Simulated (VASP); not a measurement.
Input of a VASP 6.6.1 run:

INCAR

```
SYSTEM = LiH
  PREC = Accurate
  ENCUT = 600
  EDIFF = 1E-7
  ISMEAR = -1
  SIGMA = 0.02
  LREAL = .FALSE.
  LASPH = .TRUE.
  NELM = 100
  ALGO = Normal
  ISIF = 3
  LWAVE = .FALSE.
  LCHARG = .FALSE.
  GGA = CA
  IBRION = 2
  NSW = 80
  EDIFFG = -0.005
```

Contents of KPOINTS:

```
Automatic mesh
0
G
  12 12 6
  0 0 0
```

POSCAR

```
LiH
1.0
    2.7816472974      0.0000000000      0.0000000000
   -1.3908236487      2.4089772239      0.0000000000
    0.0000000000      0.0000000000      4.8847712216
Li H
2 2
Direct
    0.0000000000      0.0000000000      0.0000000000
    0.0000000000      0.0000000000      0.5000000000
    0.3333333333      0.6666666667      0.2500000000
    0.6666666667      0.3333333333      0.7500000000
```

Potentials or basis: VASP PAW LDA potentials, release 64 (Li_sv, H).

The run is started by

```sh
$ cat potpaw_LDA.64/Li_sv/POTCAR potpaw_LDA.64/H/POTCAR > POTCAR
$ mpirun -np 1 vasp_std > vasp.out
```

Estimate the relaxed cell.

a = 2.706 Å, b = 2.706 Å, c = 4.764 Å, α = 90.00°, β = 90.00°, γ = 120.00°.

Predict the band gap on the k mesh.

4.14 eV (least direct gap 4.66 eV).

The path:
| step | energy change (eV) | largest force (eV/Å) | pressure (GPa) | volume (Å³) |
| --- | --- | --- | --- | --- |
| 1 | 0.0000 | 0.0000 | -2.74 | 32.73 |
| 2 | -0.0101 | 0.0000 | -2.13 | 32.07 |
| 3 | -0.0225 | 0.0000 | -0.51 | 30.60 |
| 4 | -0.0231 | 0.0000 | 0.03 | 30.17 |
| 5 | -0.0231 | 0.0000 | -0.03 | 30.22 |
| 6 | -0.0231 | 0.0000 | -0.03 | 30.22 |

Caveat: the cutoff is under 1.25 times the usual one of these potentials, so pressure, stress and relaxed cells hold a basis-set (Pulay) error. A k mesh can miss the band edges.
